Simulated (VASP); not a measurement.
# Pd (Fm-3m) in VASP: notebook, part 2 of 2

VASP 6.6.1. The steps go on from the part before.

### 3 Relaxation of cell and atoms, PBE

This run uses another cell than the first one, of 15.03 Å³/atom, 0.981 times its volume.

The input, INCAR:

```
PREC = Accurate ; ENCUT = 600
EDIFF = 1E-7 ; ISMEAR = 0
SIGMA = 0.1 ; LREAL = False
LASPH = True ; NELM = 60
ALGO = Normal ; ISIF = 3
LWAVE = False ; LCHARG = False
GGA = PE ; IBRION = 2
NSW = 100 ; EDIFFG = -0.005
```

The input, KPOINTS:

```
regular mesh
0
Gamma
  18 18 18
```

The input, POSCAR:

```
Pd
1.0
    0.0000000000      1.9586507900      1.9586507900
    1.9586507900      0.0000000000      1.9586507900
    1.9586507900      1.9586507900      0.0000000000
Pd
1
Direct
    0.0000000000      0.0000000000      0.0000000000
```

Potentials or basis: VASP PAW PBE potentials, release 64 (Pd).

Started as:

```sh
cat potpaw_PBE.64/Pd/POTCAR > POTCAR
mpirun -np 1 vasp_std > vasp.out
```

OUTCAR:

```text
PREC = Accurate
   ENCUT = 600
   EDIFF = 1E-7
   ISMEAR = 0
   LREAL = False
   LASPH = True
   NELM = 60
   ISIF = 3
   GGA = PE
   IBRION = 2
   NSW = 100
   EDIFFG = -0.005

 ion  position               nearest neighbor table
   1  0.000  0.000  0.000-

  LATTYP: Found a face centered cubic cell.
 ALAT       =     3.9173015800

  Lattice vectors:

 A1 = (   0.0000000000,   1.9586507900,   1.9586507900)
 A2 = (   1.9586507900,   0.0000000000,   1.9586507900)
 A3 = (   1.9586507900,   1.9586507900,   0.0000000000)

Analysis of symmetry for initial positions (statically):
=====================================================================
 Subroutine PRICEL returns:
 Original cell was already a primitive cell.

 Routine SETGRP: Setting up the symmetry group for a
 face centered cubic supercell.

 Subroutine GETGRP returns: Found 48 space group operations
 (whereof 48 operations were pure point group operations)
 out of a pool of 48 trial point group operations.

The static configuration has the point symmetry O_h .
[... 169 lines left out ...]
  --------------------------------------------------------------------------------------
  -------------------------------------------------------------------------------------
  Total        0.2821327      0.2821327      0.2821327      0.0000000      0.0000000     -0.0000000
  in kB       30.0789751     30.0789751     30.0789751      0.0000000      0.0000000     -0.0000000
  external PRESSURE =      30.0789751 kB  Pullay stress =       0.0000000 kB
[... 57 lines left out ...]
--------------------------------------- Ionic step        3  -------------------------------------------

 number of electron      10.0000000 magnetization

 Free energy of the ion-electron system (eV)
  ---------------------------------------------------
  ext. energy  EPLUGINS =         0.00000000
  ---------------------------------------------------
  free energy    TOTEN  =        -5.22593108 eV

  energy without entropy =       -5.21373225  energy(sigma->0) =       -5.21983167

 E-fermi :   9.1869     XC(G=0): -12.9636

 val. band max:        9.1855522560   @ k =  -0.4444   0.3889   0.1111
 cond. band min:       9.1929568382   @ k =  -0.3889   0.3889   0.0556
 fundamental gap:      0.0074045822
 Fermi energy:         9.1868659194

 k-point     1 :       0.0000    0.0000    0.0000
  band No.  band energies     occupation
      1       2.3260      2.00000
      2       6.5102      2.00000
      3       6.5102      2.00000
      4       6.5102      2.00000
      5       8.0295      2.00000
      6       8.0295      2.00000
      7      26.3619      0.00000
      8      30.9369      0.00000
      9      30.9369      0.00000
[... 265 lines left out ...]
 k-point    24 :      -0.2222    0.0556    0.0000
  band No.  band energies     occupation
      1       3.9994      2.00000
      2       6.3046      2.00000
      3       6.8195      2.00000
      4       6.8508      2.00000
      5       7.9209      2.00000
      6       8.4163      2.00000
      7      23.8248      0.00000
      8      27.3051      0.00000
      9      30.9742      0.00000

 [... further k-points ...]
[... 5 lines left out ...]
  --------------------------------------------------------------------------------------
  -------------------------------------------------------------------------------------
  Total        0.0001493      0.0001493      0.0001493      0.0000000      0.0000000     -0.0000000
  in kB        0.0156504      0.0156504      0.0156504      0.0000000      0.0000000     -0.0000000
  external PRESSURE =       0.0156504 kB  Pullay stress =       0.0000000 kB
[... 16 lines left out ...]
  FREE ENERGIE OF THE ION-ELECTRON SYSTEM (eV)
  ---------------------------------------------------
  free  energy   TOTEN  =        -5.2259310831 eV

  energy  without entropy=       -5.2137322476  energy(sigma->0) =       -5.21983167

 reached required accuracy - stopping structural energy minimisation
```

OSZICAR:

```text
N       E                     dE             d eps       ncg     rms          rms(c)
DAV:   1     0.430556303440E+02    0.43056E+02   -0.58076E+03  3518   0.118E+03
DAV:   2    -0.507304211506E+01   -0.48129E+02   -0.47030E+02  3730   0.206E+02
DAV:   3    -0.549606687614E+01   -0.42302E+00   -0.42009E+00  4084   0.225E+01
DAV:   4    -0.549825667735E+01   -0.21898E-02   -0.21896E-02  4114   0.149E+00
[... 21 lines left out ...]
DAV:   3    -0.522581697981E+01    0.20580E-03   -0.15673E-03  3879   0.326E-01    0.239E-01
DAV:   4    -0.522593122733E+01   -0.11425E-03   -0.79556E-04  3913   0.243E-01    0.223E-02
DAV:   5    -0.522593013195E+01    0.10954E-05   -0.56583E-06  3705   0.241E-02    0.106E-02
DAV:   6    -0.522593106999E+01   -0.93804E-06   -0.80008E-07  4110   0.929E-03    0.378E-04
DAV:   7    -0.522593108305E+01   -0.13060E-07   -0.10215E-08  2741   0.919E-04
   3 F= -.52259311E+01 E0= -.52198317E+01  d E =-.234776E-02
```

Wall time 31 s (1 thread of Intel Xeon Platinum 8488C (Sapphire Rapids), shared host); peak memory 0.15 GiB.

What came out:

- Free energy: -5.2259 eV
- Relaxed volume: 15.29 Å³/atom
- Relaxed cell: a = 2.786 Å, b = 2.786 Å, c = 2.786 Å, α = 60.00°, β = 60.00°, γ = 60.00°
- Space group after relaxing (to 0.05 Å): Fm-3m (No. 225)
- Energy gained by relaxing: 2.3 meV/atom
- Ionic steps: 3
- Pressure after relaxing: 0.0 GPa
- Band gap on the k mesh: zero (band 5 reaches 9.46 eV, above the bottom of band 6 at 7.97 eV)

The path:
```csv
step,energy change (eV),largest force (eV/Å),pressure (GPa),volume (Å³)
1,0.0000,0.0000,3.01,15.03
2,0.0021,0.0000,-3.76,15.65
3,-0.0023,0.0000,0.00,15.29
```

Final structure:
```
Pd
1.0
     0.00000    1.96976    1.96976
     1.96976    0.00000    1.96976
     1.96976    1.96976    0.00000
Pd
1
Cartesian
  0.0000 0.0000 0.0000
```

### 4 Single point, PBE

The input, INCAR:

```
SYSTEM = Pd
PREC     = Accurate       ! precision mode
ENCUT    = 520            ! plane-wave cutoff, eV
EDIFF    = 1E-6           ! SCF threshold, eV
ISMEAR   = 0              ! smearing method
SIGMA    = 0.1            ! smearing width, eV
LREAL    = .FALSE.        ! projectors in reciprocal space
LASPH    = .TRUE.         ! aspherical terms in the spheres
NELM     = 60             ! most SCF steps
ALGO     = Normal         ! electronic algorithm
ISIF     = 2              ! what is computed and relaxed
LWAVE    = .FALSE.        ! write WAVECAR
LCHARG   = .FALSE.        ! write CHGCAR
GGA      = PE             ! functional
NBANDS   = 11             ! bands
```

The input, KPOINTS:

```
Automatic mesh
0
G
  15 15 15
  0 0 0
```

The input, POSCAR:

```
Pd
1.0
    2.7875915301      0.0000000000      0.0000000000
   -1.3937957650      2.4141250804      0.0000000000
    1.3937957650      0.8047083601      2.2760589533
Pd
1
Direct
    0.0000000000      0.0000000000      0.0000000000
```

Started as:

```sh
cat potpaw_PBE.64/Pd/POTCAR > POTCAR
mpirun -np 1 vasp_std > vasp.out
```

Wall time 6.2 s (1 thread of Intel Xeon 6975P-C (Granite Rapids), shared host); peak memory 0.15 GiB.

It converged, with:

| Property | Result |
| --- | --- |
| Free energy | -5.2275 eV |
| Pressure | -0.4 GPa |
| Band gap on the k mesh | zero (band 5 reaches 9.39 eV, above the bottom of band 6 at 7.93 eV) |

Levels at points of the mesh, in eV from the Fermi level:
| k point | band 1 | band 2 | band 3 | band 4 | band 5 | band 6 | band 7 | band 8 | band 9 | band 10 |
| --- | --- | --- | --- | --- | --- | --- | --- | --- | --- | --- |
| (0.00, 0.00, 0.00) | -6.83 | -2.66 | -2.66 | -2.66 | -1.14 | -1.14 | 17.19 | 21.75 | 21.75 | 21.75 |

### 5 Overview

```tsv
task	cell	k mesh	cutoff (eV)	gap on the mesh (eV)	pressure (GPa)
single point	a = 2.788 Å, angles 60.0°, 1 atom	18 × 18 × 18	520	none	-0.3
relaxation of cell and atoms	relaxed from a = 2.770 Å, angles 60.0°, 1 atom	18 × 18 × 18	600	none	0.0
single point	a = 2.788 Å, angles 90.0, 60.0, 120.0°, 1 atom	15 × 15 × 15	520	none	-0.4
```

Alike in all rows: level PBE; potentials or basis VASP PAW PBE potentials, release 64 (Pd); no spin polarisation; smearing gaussian 0.1 eV.

Total energies depend on the potentials used, so only differences within one code and one set of settings carry meaning.
